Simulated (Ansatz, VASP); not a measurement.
## Two plane-wave programs on ZnH2

INCAR

```
ALGO = Normal ; EDIFF = 1E-6
ENCUT = 520 ; GGA = PE
ISIF = 2 ; ISMEAR = 0
LASPH = True ; LCHARG = False
LREAL = False ; LWAVE = False
NBANDS = 23 ; NELM = 80
PREC = Accurate ; SIGMA = 0.1
```

KPOINTS

```
k-points
0
Gamma
  6 6 2
```

POSCAR

```
ZnH2
1.0
    3.2287769800      0.0000000000      0.0000000000
   -1.6143884900      2.7962028900      0.0000000000
    0.0000000000      0.0000000000     10.0092086300
Zn H
2 4
Direct
    0.0000000000      0.0000000000      0.8750000000
    0.0000000000      0.0000000000      0.1250000000
    0.3333333300      0.6666666700      0.0000000000
    0.3333333300      0.6666666700      0.5000000000
    0.6666666700      0.3333333300      0.2500000000
    0.6666666700      0.3333333300      0.7500000000
```

Input for Ansatz:

```yaml
crystal:
  lattice:
    - [3.22877698, 0.0, 0.0]
    - [-1.61438849, 2.79620289, 0.0]
    - [0.0, 0.0, 10.00920863]
  atoms:
    - { symbol: Zn, position: [0.0, 0.0, 0.875] }
    - { symbol: Zn, position: [0.0, 0.0, 0.125] }
    - { symbol: H, position: [0.33333333, 0.66666667, 0.0] }
    - { symbol: H, position: [0.33333333, 0.66666667, 0.5] }
    - { symbol: H, position: [0.66666667, 0.33333333, 0.25] }
    - { symbol: H, position: [0.66666667, 0.33333333, 0.75] }
basis:
  ecutwfc: 420
kpoints:
  mp_grid: { grid: [6, 6, 2] }
hamiltonian:
  xc: pbe
scf:
  occupations: { method: gaussian, width: 0.1 }
  lower_state_search: "off"
output:
  forces: true
  stress: true
  eigenvalues: true
```

Change from the starting cell: ordered vacancies on the cation sites of nickel arsenide (P-6m2, No. 187).

Alike in both runs: task single point; functional PBE; k mesh 6 × 6 × 2; occupations gaussian, width 0.1 eV; no spin polarisation.

|  | VASP | Ansatz |
| --- | --- | --- |
| version | VASP 6.6.1 | Ansatz 0.2.0 |
| potentials or method | VASP PAW PBE potentials, release 64 (Zn, H), cutoff 520 eV | scalar-relativistic, plane waves, PAW |
| valence electrons in the cell | 28 | 28 |

```tsv
	VASP	Ansatz	Ansatz less VASP
gap on the k mesh at the Fermi level (eV)	0.14	0.14	+0.001
least direct gap on the mesh (eV)	0.14	0.14	+0.001
pressure (GPa)	-8.3	-8.3	0.00
rms of the force components (eV/Å)	0.544	0.542	-0.0015
```

Atom by atom the forces differ by 0.004 eV/Å (rms over components).
